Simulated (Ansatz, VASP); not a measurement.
One calculation of CdTe, two programs

```
Cd Te
1.0
     0.00000    3.20500    3.20500
     3.20500    0.00000    3.20500
     3.20500    3.20500    0.00000
Cd Te
1 1
Direct
  0.00000 0.00000 0.00000
  0.75000 0.75000 0.75000
```

Alike in both runs: task single point; functional PBE; k mesh 10 × 10 × 10; occupations fermi-dirac, width 0.08 eV; no spin polarisation.

|  | VASP | Ansatz |
| --- | --- | --- |
| version | VASP 6.6.1 | Ansatz 0.2.0 |
| potentials or method | VASP PAW PBE potentials, release 64 (Cd, Te), cutoff 520 eV | all-electron LAPW, non-relativistic |

```tsv
	VASP	Ansatz	Ansatz less VASP
pressure (GPa)	4.4	6.3	+1.93
```

Ansatz ran all-electron here, and VASP with PAW potentials.

Spin-orbit coupling is off throughout.
